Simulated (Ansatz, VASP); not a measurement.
Two plane-wave programs on LiF

File INCAR:

```
SYSTEM = LiF
ALGO     = Normal         ! electronic algorithm
EDIFF    = 1E-6           ! SCF threshold, eV
ENCUT    = 520            ! plane-wave cutoff, eV
GGA      = PE             ! functional
ISIF     = 2              ! what is computed and relaxed
ISMEAR   = 0              ! smearing method
LASPH    = .True.         ! aspherical terms in the spheres
LCHARG   = .False.        ! write CHGCAR
LREAL    = .False.        ! projectors in reciprocal space
LWAVE    = .False.        ! write WAVECAR
NBANDS   = 12             ! bands
NELM     = 60             ! most SCF steps
PREC     = Accurate       ! precision mode
SIGMA    = 0.05           ! smearing width, eV
```

KPOINTS

```
k-points
0
Gamma
  10 10 10
  0 0 0
```

The input POSCAR:

```
LiF
1.0
    0.0000000000      1.9334400000      2.0140000000
    1.9334400000      0.0000000000      2.0140000000
    1.9334400000      1.9334400000      0.0000000000
Li F
1 1
Direct
    0.0000000000      0.0000000000      0.0000000000
    0.5000000000      0.5000000000      0.5000000000
```

Input for Ansatz:

```yaml
crystal:
  lattice:
    - [0.0, 1.93344, 2.014]
    - [1.93344, 0.0, 2.014]
    - [1.93344, 1.93344, 0.0]
  atoms:
    - { symbol: Li, position: [0.0, 0.0, 0.0] }
    - { symbol: F, position: [0.5, 0.5, 0.5] }
basis:
  ecutwfc: 420
kpoints:
  mp_grid: { grid: [10, 10, 10] }
hamiltonian:
  xc: pbe
scf:
  occupations: { method: gaussian, width: 0.05 }
output:
  forces: true
  stress: true
  eigenvalues: true
```

Change from the starting cell: strain -0.040 along x and y, +0.000 along z, atoms carried along.

Alike in both runs: task single point; functional PBE; k mesh 10 × 10 × 10; occupations gaussian, width 0.05 eV; no spin polarisation.

```csv
,VASP,Ansatz
version,VASP 6.6.1,Ansatz 0.2.0
potentials or method,"VASP PAW PBE potentials, release 64 (Li_sv, F), cutoff 520 eV","scalar-relativistic, plane waves, PAW"
valence electrons in the cell,10,10
```

```csv
,VASP,Ansatz,Ansatz less VASP
gap on the k mesh at the Fermi level (eV),9.79,9.79,-0.002
least direct gap on the mesh (eV),9.79,9.79,-0.002
```

Noted on VASP's run: the cutoff is short for stress, so the pressure is rough.
